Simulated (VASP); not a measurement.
# LiF (Griceite) (Fm-3m) in VASP: settings compared

LiF (Griceite) is run at these levels: r2SCAN+D4, r2SCAN0, PBEsol, PBEsol+D4, HSE06; tasks: electric field gradients, density of states, dielectric tensor, G0W0 quasiparticle levels.

Everything below comes from runs of VASP 6.6.1. Logs are shortened: lines on timing, memory, paths and dates and some standing lists are left out, and cuts for length are marked.

### Step 1. The cell of the first run

It takes space group Fm-3m (No. 225, cubic). The conventional cell has a = 4.028 Å, b = 4.028 Å, c = 4.028 Å, α = 90.00°, β = 90.00°, γ = 90.00°. Within 2.7 Å of F (site symmetry m-3m) lie 6 Li at 2.01 Å. Li (site symmetry m-3m) has 6 F at 2.01 Å within 2.7 Å.

### Step 2. Electric field gradients, r2SCAN+D4

POSCAR

```
LiF
1.0
    0.0000000000      2.0140000000      2.0140000000
    2.0140000000      0.0000000000      2.0140000000
    2.0140000000      2.0140000000      0.0000000000
F Li
1 1
Direct
    0.5000000000      0.5000000000      0.5000000000
    0.0000000000      0.0000000000      0.0000000000
```

INCAR.step1

```
PREC = Accurate
ENCUT = 520
ISMEAR = 1
SIGMA = 0.1
LREAL = False
LASPH = True
NELM = 80
NBANDS = 12
GGA = PE
ALGO = Normal
EDIFF = 1E-4
LWAVE = True
LCHARG = False
```

INCAR.step2

```
PREC = Accurate
ENCUT = 520
EDIFF = 1E-8
ISMEAR = 1
SIGMA = 0.1
LREAL = False
LASPH = True
NELM = 80
ALGO = Normal
ISIF = 2
LWAVE = False
LCHARG = False
METAGGA = R2SCAN
LMIXTAU = True
IVDW = 13
VDW_S6 = 1.0
VDW_S8 = 0.6018749
VDW_A1 = 0.51559235
VDW_A2 = 5.77342911
LEFG = True
NBANDS = 12
ISTART = 1
```

KPOINTS

```
Automatic mesh
0
Gamma
  11 11 11
```

Potentials or basis: VASP PAW PBE potentials, release 64 (F, Li_sv).

Started as:

```
cat potpaw_PBE.64/F/POTCAR potpaw_PBE.64/Li_sv/POTCAR > POTCAR
cp INCAR.step1 INCAR
mpirun -np 1 vasp_std > vasp.out
cp INCAR.step2 INCAR
mpirun -np 1 vasp_std > vasp.out
```

OUTCAR:

```text
PREC = Accurate
   ENCUT = 520
   EDIFF = 1E-8
   ISMEAR = 1
   LREAL = False
   LASPH = True
   NELM = 80
   ISIF = 2
   METAGGA = R2SCAN
   IVDW = 13
   ISTART = 1

 ion  position               nearest neighbor table
   1  0.500  0.500  0.500-   2 2.01   2 2.01   2 2.01   2 2.01   2 2.01   2 2.01
   2  0.000  0.000  0.000-   1 2.01   1 2.01   1 2.01   1 2.01   1 2.01   1 2.01

  LATTYP: Found a face centered cubic cell.
 ALAT       =     4.0280000000

  Lattice vectors:

 A1 = (   0.0000000000,   2.0140000000,   2.0140000000)
 A2 = (   2.0140000000,   0.0000000000,   2.0140000000)
 A3 = (   2.0140000000,   2.0140000000,   0.0000000000)

Analysis of symmetry for initial positions (statically):
=====================================================================
 Subroutine PRICEL returns:
 Original cell was already a primitive cell.

 Routine SETGRP: Setting up the symmetry group for a
 face centered cubic supercell.

 Subroutine GETGRP returns: Found 48 space group operations
 (whereof 48 operations were pure point group operations)
 out of a pool of 48 trial point group operations.

The static configuration has the point symmetry O_h .

Analysis of symmetry for dynamics (positions and initial velocities):
=====================================================================
 Subroutine PRICEL returns:
 Original cell was already a primitive cell.

 Routine SETGRP: Setting up the symmetry group for a
 face centered cubic supercell.

 Subroutine GETGRP returns: Found 48 space group operations
 (whereof 48 operations were pure point group operations)
 out of a pool of 48 trial point group operations.

The dynamic configuration has the point symmetry O_h .

 Subroutine INISYM returns: Found 48 space group operations
 (whereof 48 operations are pure point group operations),
 and found     1 'primitive' translations

----------------------------------------------------------------------------------------

                                     Primitive cell

  volume of cell :      16.3384

  direct lattice vectors                    reciprocal lattice vectors
     0.000000000  2.014000000  2.014000000    -0.248262165  0.248262165  0.248262165
     2.014000000  0.000000000  2.014000000     0.248262165 -0.248262165  0.248262165
     2.014000000  2.014000000  0.000000000     0.248262165  0.248262165 -0.248262165

  length of vectors
     2.848226115  2.848226115  2.848226115     0.430002683  0.430002683  0.430002683

  position of ions in fractional coordinates (direct lattice)
     0.500000000  0.500000000  0.500000000
     0.000000000  0.000000000  0.000000000

  ion indices of the primitive-cell ions
   primitive index   ion index
                 1           1
                 2           2

----------------------------------------------------------------------------------------

 KPOINTS: Automatic mesh

Automatic generation of k-mesh.
 Grid dimensions read from file:
 generate k-points for:   11   11   11

 Generating k-lattice:

  Cartesian coordinates                     Fractional coordinates (reciprocal lattice)
    -0.022569288  0.022569288  0.022569288     0.090909091  0.000000000  0.000000000
     0.022569288 -0.022569288  0.022569288     0.000000000  0.090909091  0.000000000
     0.022569288  0.022569288 -0.022569288     0.000000000  0.000000000  0.090909091

  Length of vectors
     0.039091153  0.039091153  0.039091153

  Shift w.r.t. Gamma in fractional coordinates (k-lattice)
     0.000000000  0.000000000  0.000000000

 Subroutine IBZKPT returns following result:
 ===========================================

 Found     56 irreducible k-points:

 Following reciprocal coordinates:
            Coordinates               Weight
  0.000000  0.000000  0.000000      1.000000
  0.090909  0.000000  0.000000      8.000000
  0.181818  0.000000  0.000000      8.000000
  0.272727  0.000000  0.000000      8.000000
  0.363636  0.000000  0.000000      8.000000
  0.454545  0.000000  0.000000      8.000000
[... 16 lines left out ...]
 -0.272727  0.181818  0.000000     24.000000
 -0.181818  0.181818  0.000000     12.000000
 [... further k-points ...]
   k-points           NKPTS =     56   k-points in BZ     NKDIM =     56   number of bands    NBANDS=     12
   number of dos      NEDOS =    301   number of ions     NIONS =      2
   total plane-waves  NPLWV =  13824
   dimension x,y,z NGX =    24 NGY =   24 NGZ =   24
   dimension x,y,z NGXF=    48 NGYF=   48 NGZF=   48
   ions per type =               1   1
   NGX,Y,Z   is equivalent  to a cutoff of  14.01, 14.01, 14.01 a.u.
   NGXF,Y,Z  is equivalent  to a cutoff of  28.02, 28.02, 28.02 a.u.
 SYSTEM =  unknown system
   PREC   = accura    normal or accurate (medium, high low for compatibility)
   ISTART =      1    job   : 0-new  1-cont  2-samecut
   ICHARG =      0    charge: 1-file 2-atom 10-const
   ISPIN  =      1    spin polarized calculation?
   LNONCOLLINEAR =      F non collinear calculations
   LSORBIT =      F    spin-orbit coupling
   LASPH  =      T    aspherical Exc in radial PAW
   ENCUT  =  520.0 eV  38.22 Ry    6.18 a.u.   5.30  5.30  5.30*2*pi/ulx,y,z
   NELM   =     80;   NELMIN=  2; NELMDL=  0     # of ELM steps
   EDIFF  = 0.1E-07   stopping-criterion for ELM
   LREAL  =      F    real-space projection
   EDIFFG = 0.1E-06   stopping-criterion for IOM
   NSW    =      0    number of steps for IOM
   IBRION =     -1    ionic relax: 0-MD 1-quasi-New 2-CG
   NFREE  =      0    steps in history (QN), initial steepest desc. (CG)
   ISIF   =      2    stress and relaxation
   ISYM   =      2    0-nonsym 1-usesym 2-fastsym
   POTIM  = 0.5000    time-step for ionic-motion
   TEBEG  =    0.0;   TEEND  =   0.0 temperature during run
   PSTRESS=    0.0 pullay stress
   NELECT =      10.0000    total number of electrons
   NUPDOWN=      -1.0000    fix difference up-down
   EMIN   =  10.00;   EMAX   =-10.00  energy-range for DOS
   EFERMI =   0.00;   METHOD = LEGACY
   ISMEAR =     1;   SIGMA  =   0.10  broadening in eV -4-tet -1-fermi 0-gaus
   EFERMI_NEDOS =   21; number of points for ismear=-14 and -15
   IALGO  =     38    algorithm
   IMIX   =      4    mixing-type and parameters
     AMIX     =   0.40;   BMIX     =  1.00
     AMIX_MAG =   1.60;   BMIX_MAG =  1.00
  volume/ion in A,a.u.               =       8.17        55.13
  Fermi-wavevector in a.u.,A,eV,Ry     =   1.389970  2.626662 26.286674  1.932016
  Thomas-Fermi vector in A             =   2.513950
   LORBIT       =      0    0 simple, 1 ext, 2 COOP (PROOUT), +10 PAW based schemes
   METAGGA = R2SCAN    functional components
   LHFCALC =     F    Hartree Fock is set to
   AEXX    =    0.0000 exact exchange contribution
   IVDW    =    13    specifies the selected vdW correction
   LEPSILON=     F    determine dielectric tensor
   LRPA    =     F    only Hartree local field effects (RPA)
 non-spin polarized calculation
 Methfessel and Paxton  Order N= 1 SIGMA  =   0.10
  energy-cutoff  :      520.00
  volume of cell :       16.34
 maximum number of plane-waves:       459
 NGX is ok and might be reduce to    24
   NGX = 11   NGY = 11   NGZ = 11

 number of electron       9.9999992 magnetization

 Free energy of the ion-electron system (eV)
  ---------------------------------------------------
  ext. energy  EPLUGINS =         0.00000000
  ---------------------------------------------------
  free energy    TOTEN  =       -11.89870726 eV

  energy without entropy =      -11.89962250  energy(sigma->0) =      -11.89901234

 E-fermi :  -1.5963     XC(G=0): -10.5440

 val. band max:       -1.6387945024   @ k =   0.0000   0.0000   0.0000
 cond. band min:       8.6268408947   @ k =   0.0000   0.0000   0.0000
 fundamental gap:     10.2656353972
 Fermi energy:        -1.5962694080

 k-point     1 :       0.0000    0.0000    0.0000
  band No.  band energies     occupation
      1     -43.7088      2.00000
      2     -22.7361      2.00000
      3      -1.6388      1.65271
      4      -1.6388      1.65266
      5      -1.6388      1.65266
      6       8.6268      0.00000
      7      23.8415      0.00000
      8      23.8415      0.00000
      9      23.8416      0.00000
     10      24.4334      0.00000
     11      24.4334      0.00000
     12      24.4340      0.00000

 k-point     2 :       0.0909    0.0000    0.0000
  band No.  band energies     occupation
      1     -43.7041      2.00000
      2     -22.7045      2.00000
      3      -1.8720      2.00068
      4      -1.6590      1.86379
      5      -1.6590      1.86375
      6       8.8669      0.00000
      7      21.2802      0.00000
      8      22.8916      0.00000
      9      22.8919      0.00000
     10      25.1098      0.00000
     11      25.1100      0.00000
     12      25.4956      0.00000

 k-point     3 :       0.1818    0.0000    0.0000
  band No.  band energies     occupation
      1     -43.6920      2.00000
      2     -22.6201      2.00000
      3      -2.4567      2.00000
      4      -1.7123      2.06952
      5      -1.7123      2.06952
      6       9.4240      0.00000
      7      18.8573      0.00000
      8      21.5005      0.00000
      9      21.5009      0.00000
     10      26.1873      0.00000
     11      26.1874      0.00000
     12      26.3504      0.00000
[... 286 lines left out ...]
 k-point    23 :      -0.2727    0.1818    0.0000
  band No.  band energies     occupation
      1     -43.6580      2.00000
      2     -22.3476      2.00000
      3      -3.4914      2.00000
      4      -2.6223      2.00000
      5      -1.8285      2.00494
      6      11.1019      0.00000
      7      15.7931      0.00000
      8      19.5648      0.00000
      9      19.6013      0.00000
     10      27.9291      0.00000
     11      28.6026      0.00000
     12      29.7591      0.00000

 k-point    24 :      -0.1818    0.1818    0.0000
  band No.  band energies     occupation
      1     -43.6711      2.00000
      2     -22.4579      2.00000
      3      -3.0684      2.00000
      4      -2.3563      2.00000
      5      -1.7235      2.07026
      6      10.4961      0.00000
      7      16.6821      0.00000
      8      20.0005      0.00000
      9      20.2903      0.00000
     10      26.3351      0.00000
     11      27.4123      0.00000
     12      29.9217      0.00000

 [... further k-points ...]

------------------------ aborting loop because EDIFF is reached ----------------------------------------

  DFT-D4 for vdW energy calculation

  Edisp (eV):   -0.05268

  FORCE on cell =-STRESS in cart. coord.  units (eV):
  Direction    XX          YY          ZZ          XY          YZ          ZX
  --------------------------------------------------------------------------------------
  -------------------------------------------------------------------------------------
  Total      -0.35749    -0.35749    -0.35749     0.00000     0.00000     0.00000
  in kB     -35.05647   -35.05647   -35.05647     0.00000     0.00000     0.00000
  external pressure =      -35.06 kB  Pullay stress =        0.00 kB

 VOLUME and BASIS-vectors are now :
 -----------------------------------------------------------------------------
  energy-cutoff  :      520.00
  volume of cell :       16.34
      direct lattice vectors                 reciprocal lattice vectors
     0.000000000  2.014000000  2.014000000    -0.248262165  0.248262165  0.248262165
     2.014000000  0.000000000  2.014000000     0.248262165 -0.248262165  0.248262165
     2.014000000  2.014000000  0.000000000     0.248262165  0.248262165 -0.248262165

 POSITION                                       TOTAL-FORCE (eV/Angst)
 -----------------------------------------------------------------------------------
      2.01400      2.01400      2.01400         0.000000     -0.000000      0.000000
      0.00000      0.00000      0.00000        -0.000000      0.000000     -0.000000
 -----------------------------------------------------------------------------------
    total drift:                               -0.000000     -0.000000      0.000000

  FREE ENERGIE OF THE ION-ELECTRON SYSTEM (eV)
  ---------------------------------------------------
  free  energy   TOTEN  =       -11.9513903387 eV

  energy  without entropy=      -11.9523055781  energy(sigma->0) =      -11.95169542

 Electric field gradients (V/A^2)
---------------------------------------------------------------------
 ion       V_xx      V_yy      V_zz      V_xy      V_xz      V_yz
---------------------------------------------------------------------
   1       0.000    -0.000    -0.000     0.000     0.000     0.000
   2      -0.000    -0.000    -0.000    -0.001    -0.001    -0.001
---------------------------------------------------------------------

 Electric field gradients after diagonalization (V/A^2)
 (convention: |V_zz| > |V_xx| > |V_yy|)
----------------------------------------------------------------------
 ion       V_xx      V_yy      V_zz     asymmetry (V_yy - V_xx)/ V_zz
----------------------------------------------------------------------
   1      -0.000    -0.000     0.000       0.000
   2       0.001     0.001    -0.002       0.000
----------------------------------------------------------------------

           NMR quadrupolar parameters

 Cq : quadrupolar parameter    Cq=e*Q*V_zz/h
 eta: asymmetry parameters     (V_yy - V_xx)/ V_zz
 Q  : nuclear electric quadrupole moment in mb (millibarn)
----------------------------------------------------------------------
 ion       Cq(MHz)       eta       Q (mb)
----------------------------------------------------------------------
   1       0.000       0.000       1.000
   2      -0.000       0.000       1.000
----------------------------------------------------------------------
```

Run time: 40 s. Hardware: 1 thread of Intel Xeon Platinum 8259CL at 2.50GHz (Skylake/Cascade Lake), shared host; peak memory 0.14 GiB.

What came out:

- Free energy: -11.9514 eV
- Band gap on the k mesh: 10.27 eV, direct
- Dispersion energy per atom: -0.026 eV

Caveat: the cutoff is under 1.25 times the usual one of these potentials, so pressure, stress and relaxed cells hold a basis-set (Pulay) error; without QUAD_EFG the Cq values of the log hold for a quadrupole moment of 1 mb, not for the nuclei; the PAW data sets were made with another functional, which shifts forces and pressure a little. A k mesh can miss the band edges.

(Part 1 of 3 ends here.)
